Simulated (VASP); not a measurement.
# KF (I4mm) in VASP: notebook

The runs below take KF through single point, with PBE.

Everything below comes from runs of VASP 6.6.1. Logs are shortened: lines on timing, memory, paths and dates and some standing lists are left out, and cuts for length are marked.

## (1) The cell of the first run

Symmetry: I4mm, No. 107, tetragonal system. Conventional cell: a = 3.781 Å, b = 3.781 Å, c = 5.347 Å, α = 90.00°, β = 90.00°, γ = 90.00°. Within 3.3 Å of K (site symmetry 4mm) lie 6 F at 2.47 to 2.87 Å. F (site symmetry 4mm) has 6 K at 2.47 to 2.87 Å within 3.3 Å.

## (2) Single point, PBE (all K atoms moved -0.200 Å, as atom 1 along Cartesian [1 0 0])

Input file INCAR:

```
PREC     = Accurate       # precision mode
ENCUT    = 520            # plane-wave cutoff, eV
EDIFF    = 1E-7           # SCF threshold, eV
ISMEAR   = 0              # smearing method
SIGMA    = 0.05           # smearing width, eV
LREAL    = False          # projectors in reciprocal space
LASPH    = True           # aspherical terms in the spheres
NELM     = 60             # most SCF steps
ALGO     = Normal         # electronic algorithm
ISIF     = 2              # what is computed and relaxed
LWAVE    = False          # write WAVECAR
LCHARG   = False          # write CHGCAR
GGA      = PE             # functional
NBANDS   = 15             # bands
```

Input file KPOINTS:

```
regular mesh
0
Gamma
  8 8 8
```

Input file POSCAR:

```
KF
1.0
    0.0000000000      2.6735000000      2.6735000000
    2.6735000000      0.0000000000      2.6735000000
    2.6735000000      2.6735000000      0.0000000000
K F
1 1
Direct
    0.0374041519     -0.0374041519     -0.0374041519
    0.5000000000      0.5000000000      0.5000000000
```

Potentials or basis: VASP PAW PBE potentials, release 64 (K_sv, F).

Run with:

```
$ cat potpaw_PBE.64/K_sv/POTCAR potpaw_PBE.64/F/POTCAR > POTCAR
$ mpirun -np 1 vasp_std > vasp.out
```

OUTCAR:

```text
PREC = Accurate
   ENCUT = 520
   EDIFF = 1E-7
   ISMEAR = 0
   LREAL = False
   LASPH = True
   NELM = 60
   ISIF = 2
   GGA = PE

 ion  position               nearest neighbor table
   1  0.037  0.963  0.963-   2 2.47   2 2.68   2 2.68   2 2.68   2 2.68
   2  0.500  0.500  0.500-   1 2.47   1 2.68   1 2.68   1 2.68   1 2.68

  LATTYP: Found a face centered cubic cell.
 ALAT       =     5.3470000000

  Lattice vectors:

 A1 = (   0.0000000000,   2.6735000000,   2.6735000000)
 A2 = (   2.6735000000,   0.0000000000,   2.6735000000)
 A3 = (   2.6735000000,   2.6735000000,   0.0000000000)

Analysis of symmetry for initial positions (statically):
=====================================================================
 Subroutine PRICEL returns:
 Original cell was already a primitive cell.

 Routine SETGRP: Setting up the symmetry group for a
 face centered cubic supercell.

 Subroutine GETGRP returns: Found  8 space group operations
 (whereof  8 operations were pure point group operations)
 out of a pool of 48 trial point group operations.

The static configuration has the point symmetry C_4v.

Analysis of symmetry for dynamics (positions and initial velocities):
=====================================================================
 Subroutine PRICEL returns:
 Original cell was already a primitive cell.

 Routine SETGRP: Setting up the symmetry group for a
 face centered cubic supercell.

 Subroutine GETGRP returns: Found  8 space group operations
 (whereof  8 operations were pure point group operations)
 out of a pool of 48 trial point group operations.

The dynamic configuration has the point symmetry C_4v.

 Subroutine INISYM returns: Found  8 space group operations
 (whereof  8 operations are pure point group operations),
 and found     1 'primitive' translations

----------------------------------------------------------------------------------------

                                     Primitive cell

  volume of cell :      38.2182

  direct lattice vectors                    reciprocal lattice vectors
     0.000000000  2.673500000  2.673500000    -0.187020759  0.187020759  0.187020759
     2.673500000  0.000000000  2.673500000     0.187020759 -0.187020759  0.187020759
     2.673500000  2.673500000  0.000000000     0.187020759  0.187020759 -0.187020759

  length of vectors
     3.780899959  3.780899959  3.780899959     0.323929457  0.323929457  0.323929457

  position of ions in fractional coordinates (direct lattice)
     0.037404152  0.962595848  0.962595848
     0.500000000  0.500000000  0.500000000

  ion indices of the primitive-cell ions
   primitive index   ion index
                 1           1
                 2           2

----------------------------------------------------------------------------------------

 KPOINTS: regular mesh

Automatic generation of k-mesh.
 Grid dimensions read from file:
 generate k-points for:    8    8    8

 Generating k-lattice:

  Cartesian coordinates                     Fractional coordinates (reciprocal lattice)
    -0.023377595  0.023377595  0.023377595     0.125000000  0.000000000  0.000000000
     0.023377595 -0.023377595  0.023377595     0.000000000  0.125000000  0.000000000
     0.023377595  0.023377595 -0.023377595     0.000000000  0.000000000  0.125000000

  Length of vectors
     0.040491182  0.040491182  0.040491182

  Shift w.r.t. Gamma in fractional coordinates (k-lattice)
     0.000000000  0.000000000  0.000000000

 Subroutine IBZKPT returns following result:
 ===========================================

 Found     59 irreducible k-points:

 Following reciprocal coordinates:
            Coordinates               Weight
  0.000000  0.000000  0.000000      1.000000
  0.125000  0.000000  0.000000      8.000000
  0.250000  0.000000  0.000000      8.000000
  0.375000  0.000000  0.000000      8.000000
  0.500000  0.000000  0.000000      4.000000
  0.125000  0.125000  0.000000      4.000000
[... 16 lines left out ...]
  0.000000  0.375000  0.250000      8.000000
  0.500000  0.250000  0.000000     16.000000
 [... further k-points ...]
   k-points           NKPTS =     59   k-points in BZ     NKDIM =     59   number of bands    NBANDS=     15
   number of dos      NEDOS =    301   number of ions     NIONS =      2
   total plane-waves  NPLWV =  21952
   dimension x,y,z NGX =    28 NGY =   28 NGZ =   28
   dimension x,y,z NGXF=    56 NGYF=   56 NGZF=   56
   ions per type =               1   1
   NGX,Y,Z   is equivalent  to a cutoff of  12.31, 12.31, 12.31 a.u.
   NGXF,Y,Z  is equivalent  to a cutoff of  24.62, 24.62, 24.62 a.u.
 SYSTEM =  unknown system
   PREC   = accura    normal or accurate (medium, high low for compatibility)
   ISTART =      0    job   : 0-new  1-cont  2-samecut
   ICHARG =      2    charge: 1-file 2-atom 10-const
   ISPIN  =      1    spin polarized calculation?
   LNONCOLLINEAR =      F non collinear calculations
   LSORBIT =      F    spin-orbit coupling
   LASPH  =      T    aspherical Exc in radial PAW
   ENCUT  =  520.0 eV  38.22 Ry    6.18 a.u.   7.03  7.03  7.03*2*pi/ulx,y,z
   NELM   =     60;   NELMIN=  2; NELMDL= -5     # of ELM steps
   EDIFF  = 0.1E-06   stopping-criterion for ELM
   LREAL  =      F    real-space projection
   EDIFFG = 0.1E-05   stopping-criterion for IOM
   NSW    =      0    number of steps for IOM
   IBRION =     -1    ionic relax: 0-MD 1-quasi-New 2-CG
   NFREE  =      0    steps in history (QN), initial steepest desc. (CG)
   ISIF   =      2    stress and relaxation
   ISYM   =      2    0-nonsym 1-usesym 2-fastsym
   POTIM  = 0.5000    time-step for ionic-motion
   TEBEG  =    0.0;   TEEND  =   0.0 temperature during run
   PSTRESS=    0.0 pullay stress
   NELECT =      16.0000    total number of electrons
   NUPDOWN=      -1.0000    fix difference up-down
   EMIN   =  10.00;   EMAX   =-10.00  energy-range for DOS
   EFERMI =   0.00;   METHOD = LEGACY
   ISMEAR =     0;   SIGMA  =   0.05  broadening in eV -4-tet -1-fermi 0-gaus
   EFERMI_NEDOS =   21; number of points for ismear=-14 and -15
   IALGO  =     38    algorithm
   IMIX   =      4    mixing-type and parameters
     AMIX     =   0.40;   BMIX     =  1.00
     AMIX_MAG =   1.60;   BMIX_MAG =  1.00
  volume/ion in A,a.u.               =      19.11       128.95
  Fermi-wavevector in a.u.,A,eV,Ry     =   1.224686  2.314320 20.406766  1.499855
  Thomas-Fermi vector in A             =   2.359751
   LORBIT       =      0    0 simple, 1 ext, 2 COOP (PROOUT), +10 PAW based schemes
   GGA     = PE    functional components
   LHFCALC =     F    Hartree Fock is set to
   AEXX    =    0.0000 exact exchange contribution
   IVDW    =     0    specifies the selected vdW correction
   LEPSILON=     F    determine dielectric tensor
   LRPA    =     F    only Hartree local field effects (RPA)
 non-spin polarized calculation
 Gauss-broadening in eV      SIGMA  =   0.05
  energy-cutoff  :      520.00
  volume of cell :       38.22
 maximum number of plane-waves:      1056
   NGX = 13   NGY = 13   NGZ = 13

 number of electron      16.0000001 magnetization

 Free energy of the ion-electron system (eV)
  ---------------------------------------------------
  ext. energy  EPLUGINS =         0.00000000
  ---------------------------------------------------
  free energy    TOTEN  =        -8.25495580 eV

  energy without entropy =       -8.25495580  energy(sigma->0) =       -8.25495580

 E-fermi :  -2.6237     XC(G=0):  -8.3879

 val. band max:       -2.8282298925   @ k =   0.0000   0.0000   0.0000
 cond. band min:       3.3327544269   @ k =   0.0000   0.0000   0.0000
 fundamental gap:      6.1609843194
 Fermi energy:        -2.6236856003

 k-point     1 :       0.0000    0.0000    0.0000
  band No.  band energies     occupation
      1     -28.9314      2.00000
      2     -21.4812      2.00000
      3     -12.1836      2.00000
      4     -12.1804      2.00000
      5     -12.1804      2.00000
      6      -2.8461      2.00000
      7      -2.8461      2.00000
      8      -2.8282      2.00000
      9       3.3328      0.00000
     10       7.8849      0.00000
     11       7.9428      0.00000
     12       7.9428      0.00000
     13       9.5484      0.00000
     14       9.6674      0.00000
     15      14.0704      0.00000

 k-point     2 :       0.1250    0.0000    0.0000
  band No.  band energies     occupation
      1     -28.9175      2.00000
      2     -21.4953      2.00000
      3     -12.2260      2.00000
      4     -12.1865      2.00000
      5     -12.1851      2.00000
      6      -2.9840      2.00000
      7      -2.8939      2.00000
      8      -2.8722      2.00000
      9       3.7632      0.00000
     10       7.6482      0.00000
     11       8.1102      0.00000
     12       8.1348      0.00000
     13       9.6974      0.00000
     14       9.8192      0.00000
     15      14.8215      0.00000

 k-point     3 :       0.2500    0.0000    0.0000
  band No.  band energies     occupation
      1     -28.8838      2.00000
      2     -21.5277      2.00000
      3     -12.3202      2.00000
      4     -12.2033      2.00000
      5     -12.2009      2.00000
      6      -3.2676      2.00000
      7      -3.0072      2.00000
      8      -2.9858      2.00000
      9       4.8375      0.00000
     10       7.2771      0.00000
     11       8.6033      0.00000
     12       8.6159      0.00000
     13      10.1449      0.00000
     14      10.2653      0.00000
     15      15.8114      0.00000
[... 343 lines left out ...]
 k-point    23 :       0.0000    0.3750    0.2500
  band No.  band energies     occupation
      1     -28.8437      2.00000
      2     -21.5339      2.00000
      3     -12.4540      2.00000
      4     -12.3279      2.00000
      5     -12.3159      2.00000
      6      -3.2754      2.00000
      7      -2.9531      2.00000
      8      -2.9251      2.00000
      9       5.9746      0.00000
     10       6.1603      0.00000
     11       9.3153      0.00000
     12       9.8466      0.00000
     13      10.5042      0.00000
     14      10.6633      0.00000
     15      14.9106      0.00000

 k-point    24 :       0.5000    0.2500    0.0000
  band No.  band energies     occupation
      1     -28.8252      2.00000
      2     -21.5397      2.00000
      3     -12.5468      2.00000
      4     -12.3659      2.00000
      5     -12.3046      2.00000
      6      -3.2727      2.00000
      7      -3.0873      2.00000
      8      -2.9989      2.00000
      9       6.3147      0.00000
     10       7.1031      0.00000
     11       8.7934      0.00000
     12      10.0461      0.00000
     13      11.2772      0.00000
     14      11.6989      0.00000
     15      12.8159      0.00000

 [... further k-points ...]
[... 5 lines left out ...]
  --------------------------------------------------------------------------------------
  -------------------------------------------------------------------------------------
  Total        0.8197501      0.2950069      0.2950069      0.0000000      0.0000000      0.0000000
  in kB       34.3654077     12.3672213     12.3672213      0.0000000      0.0000000      0.0000000
  external PRESSURE =      19.6999501 kB  Pullay stress =       0.0000000 kB

 VOLUME and BASIS-vectors are now :
 -----------------------------------------------------------------------------
  energy-cutoff  :      520.00
  volume of cell :       38.22
      direct lattice vectors                 reciprocal lattice vectors
     0.000000000  2.673500000  2.673500000    -0.187020759  0.187020759  0.187020759
     2.673500000  0.000000000  2.673500000     0.187020759 -0.187020759  0.187020759
     2.673500000  2.673500000  0.000000000     0.187020759  0.187020759 -0.187020759

 POSITION                                       TOTAL-FORCE (eV/Angst)
 -----------------------------------------------------------------------------------
      5.14700      2.67350      2.67350         0.390745      0.000000      0.000000
      2.67350      2.67350      2.67350        -0.390745      0.000000      0.000000
 -----------------------------------------------------------------------------------
    total drift:                                0.000029     -0.000000     -0.000000

  FREE ENERGIE OF THE ION-ELECTRON SYSTEM (eV)
  ---------------------------------------------------
  free  energy   TOTEN  =        -8.2549557971 eV

  energy  without entropy=       -8.2549557971  energy(sigma->0) =       -8.25495580
```

Wall time 13 s (1 thread of Intel Xeon 6975P-C (Granite Rapids), shared host); peak memory 0.17 GiB.

Results:

```yaml
Free_energy: -8.2550 eV
Pressure: 2.0 GPa
Largest_force: 0.391 eV/Å
Band_gap_on_the_k_mesh: 6.16 eV, direct
```

Forces on the atoms (eV/Å):
```
K    0.391  0.000  0.000
F   -0.391  0.000  0.000
```

Levels at points of the mesh, in eV from the valence-band top:
| k point | band 4 | band 5 | band 6 | band 7 | band 8 | band 9 | band 10 | band 11 | band 12 | band 13 |
| --- | --- | --- | --- | --- | --- | --- | --- | --- | --- | --- |
| (0.00, 0.00, 0.00) | -9.35 | -9.35 | -0.02 | -0.02 | 0.00 | 6.16 | 10.71 | 10.77 | 10.77 | 12.38 |
| (0.50, 0.00, 0.00) | -9.40 | -9.39 | -0.77 | -0.33 | -0.32 | 9.07 | 10.52 | 12.09 | 12.14 | 14.23 |
| (0.50, 0.50, 0.00) | -9.56 | -9.56 | -0.21 | -0.10 | -0.03 | 8.32 | 10.25 | 11.82 | 13.66 | 14.25 |
| (0.00, 0.50, 0.50) | -9.57 | -9.57 | -0.17 | -0.05 | -0.05 | 8.22 | 10.19 | 11.76 | 13.65 | 14.25 |

Caveat: the cell differs from its parent crystal (all K atoms moved -0.200 Å, as atom 1 along Cartesian [1 0 0]). A k mesh can miss the band edges.

## (3) Single point, PBE (all K atoms moved +0.150 Å, as atom 1 along Cartesian [1 0 0])

Input file INCAR:

```
SYSTEM = KF
PREC = Accurate
ENCUT = 520
EDIFF = 1E-6
ISMEAR = 0
SIGMA = 0.05
LREAL = .FALSE.
LASPH = .TRUE.
NELM = 100
ALGO = Normal
ISIF = 2
LWAVE = .FALSE.
LCHARG = .TRUE.
GGA = PE
LELF = .TRUE.
LVHAR = .TRUE.
NBANDS = 15
```

Input file KPOINTS:

```
regular mesh
0
G
  8 8 8
  0 0 0
```

Edit POSCAR of step 2 so:

```diff
@@ -8,3 +8,3 @@
 Direct
-    0.0374041519     -0.0374041519     -0.0374041519
+   -0.0280531139      0.0280531139      0.0280531139
     0.5000000000      0.5000000000      0.5000000000
```

Potentials or basis: VASP PAW PBE potentials, release 64 (K_sv, F).

Run with:

```
$ cat potpaw_PBE.64/K_sv/POTCAR potpaw_PBE.64/F/POTCAR > POTCAR
$ mpirun -np 1 vasp_std > vasp.out
```

It took 13 s on 1 thread of Intel Xeon 6975P-C (Granite Rapids), shared host; peak memory 0.17 GiB.

Results (log left out):

- Free energy: -8.2714 eV
- Pressure: 1.7 GPa
- Largest force: 0.272 eV/Å
- Band gap on the k mesh: 6.16 eV, direct

Forces in eV/Å, atoms in the order of the input:
```
K   -0.272  0.000  0.000
F    0.272  0.000  0.000
```

Stress tensor (GPa, compression positive):
```
2.50 0.00 0.00
0.00 1.28 0.00
0.00 0.00 1.28
```

Levels at points of the mesh, in eV from the valence-band top:
| k point | band 5 | band 6 | band 7 | band 8 | band 9 | band 10 | band 11 | band 12 |
| --- | --- | --- | --- | --- | --- | --- | --- | --- |
| (0.00, 0.00, 0.00) | -9.37 | -0.01 | -0.01 | 0.00 | 6.16 | 10.70 | 10.73 | 10.73 |
| (0.50, 0.00, 0.00) | -9.41 | -0.78 | -0.34 | -0.33 | 9.07 | 10.55 | 12.08 | 12.11 |
| (0.50, 0.50, 0.00) | -9.58 | -0.21 | -0.08 | -0.04 | 8.27 | 10.27 | 11.81 | 13.63 |
| (0.00, 0.50, 0.50) | -9.58 | -0.19 | -0.05 | -0.05 | 8.21 | 10.24 | 11.77 | 13.63 |

Caveat: the cell differs from its parent crystal (all K atoms moved +0.150 Å, as atom 1 along Cartesian [1 0 0]). A k mesh can miss the band edges.

## (4) Single point, PBE (all K atoms moved +0.175 Å, as atom 1 along Cartesian [1 0 0])

Input file INCAR:

```
PREC     = Accurate       # precision mode
ENCUT    = 520            # plane-wave cutoff, eV
EDIFF    = 1E-6           # SCF threshold, eV
ISMEAR   = 0              # smearing method
SIGMA    = 0.05           # smearing width, eV
LREAL    = F              # projectors in reciprocal space
LASPH    = T              # aspherical terms in the spheres
NELM     = 60             # most SCF steps
ALGO     = Normal         # electronic algorithm
ISIF     = 2              # what is computed and relaxed
LWAVE    = F              # write WAVECAR
LCHARG   = F              # write CHGCAR
GGA      = PE             # functional
NBANDS   = 15             # bands
```

Input file KPOINTS:

```
Automatic mesh
0
Gamma
  8 8 8
```

Edit POSCAR of step 3 so:

```diff
@@ -8,3 +8,3 @@
 Direct
-   -0.0280531139      0.0280531139      0.0280531139
+   -0.0327286329      0.0327286329      0.0327286329
     0.5000000000      0.5000000000      0.5000000000
```

Run with:

```
$ cat potpaw_PBE.64/K_sv/POTCAR potpaw_PBE.64/F/POTCAR > POTCAR
$ mpirun -np 1 vasp_std > vasp.out
```

Wall time 13 s (1 thread of Intel Xeon 6975P-C (Granite Rapids), shared host); peak memory 0.17 GiB.

The run converged. Its results:

| Property | Result |
| --- | --- |
| Free energy | -8.2639 eV |
| Pressure | 1.8 GPa |
| Largest force | 0.329 eV/Å |
| Band gap on the k mesh | 6.16 eV, direct |

Forces in eV/Å, atoms in the order of the input:
```
K   -0.329  0.000  0.000
F    0.329  0.000  0.000
```

Stress tensor (GPa, compression positive):
```
2.93 0.00 0.00
0.00 1.26 0.00
0.00 0.00 1.26
```

Levels at points of the mesh, in eV from the valence-band top:
```tsv
k point	band 4	band 5	band 6	band 7	band 8	band 9	band 10	band 11	band 12	band 13
(0.00, 0.00, 0.00)	-9.36	-9.36	-0.01	-0.01	0.00	6.16	10.70	10.75	10.75	12.37
(0.50, 0.00, 0.00)	-9.41	-9.40	-0.78	-0.34	-0.32	9.07	10.54	12.08	12.12	14.24
(0.50, 0.50, 0.00)	-9.57	-9.57	-0.21	-0.09	-0.04	8.29	10.26	11.82	13.65	14.24
(0.00, 0.50, 0.50)	-9.58	-9.58	-0.18	-0.05	-0.05	8.22	10.22	11.77	13.64	14.24
```

Caveat: the cell differs from its parent crystal (all K atoms moved +0.175 Å, as atom 1 along Cartesian [1 0 0]). A k mesh can miss the band edges.
